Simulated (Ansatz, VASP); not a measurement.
Ga in VASP and in Ansatz

```xyz
4
Lattice="2.2557 -3.7886 0.0000 2.2557 3.7886 0.0000 0.0000 0.0000 4.4669" Properties=species:S:1:pos:R:3 pbc="T T T"
Ga    2.2557   -1.1823    1.8572
Ga    2.2557   -2.6062    4.0907
Ga    2.2557    1.1823    2.6097
Ga    2.2557    2.6062    0.3762
```

Alike in both runs: functional PBEsol; k mesh 10 × 10 × 8; occupations gaussian, width 0.1 eV; no spin polarisation.

Ansatz relaxed the structure, and its values are those at the end. VASP's run is a single point on that final structure, the one shown.

|  | VASP | Ansatz |
| --- | --- | --- |
| version | VASP 6.6.1 | Ansatz 0.2.0 |
| potentials or method | VASP PAW PBE potentials, release 64 (Ga_d), cutoff 520 eV | scalar-relativistic, plane waves, PAW |
| valence electrons in the cell | 52 | 52 |

```tsv
	VASP	Ansatz	Ansatz less VASP
gap on the k mesh at the Fermi level (eV)	none	none	-
pressure (GPa)	0.0	0.0	-0.03
```

VASP's potentials were made for PBE, not for PBEsol, and Ansatz warns of the same on its side. A gap of «none» marks a metal or a gap that the smearing closes. With one functional, cell and mesh, what is left measures potentials, basis and numerics.
